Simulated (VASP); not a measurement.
Here is a VASP 6.6.1 calculation.

INCAR

```
  PREC = Accurate
  ENCUT = 520
  EDIFF = 1E-6
  ISMEAR = 0
  SIGMA = 0.15
  LREAL = False
  LASPH = True
  NELM = 60
  ALGO = Normal
  ISIF = 2
  LWAVE = False
  LCHARG = True
  GGA = PE
  LELF = True
  LVHAR = True
  NBANDS = 36
```

KPOINTS

```
regular mesh
0
Gamma
  4 4 2
```

Contents of POSCAR:

```
Cd3SO2
1.0
    3.7978099643      0.0000000000      0.0000000000
   -1.8989049821      3.2889999078      0.0000000000
    0.0000000000      0.0000000000      9.4205543934
Cd S O
3 1 2
Direct
    0.6666666667      0.3333333333      0.8831675868
    0.0000000000      0.0000000000      0.2794000459
    0.3333333333      0.6666666667      0.5825291689
    0.0000000000      0.0000000000      0.0082077501
    0.6666666667      0.3333333333      0.6497338292
    0.3333333333      0.6666666667      0.3469616191
```

Potentials or basis: VASP PAW PBE potentials, release 64 (Cd, S, O).

Launch:

```sh
$ cat potpaw_PBE.64/Cd/POTCAR potpaw_PBE.64/S/POTCAR potpaw_PBE.64/O/POTCAR > POTCAR
$ mpirun -np 1 vasp_std > vasp.out
```

(1) Estimate the band gap on the k mesh.

(2) Estimate the pressure.

Results:

(1) zero (filled and empty bands touch).

(2) 0.7 GPa.

Caveat: the k points lie up to 0.48 Å⁻¹ apart; semilocal functionals underestimate gaps, and a narrow one can read as zero.
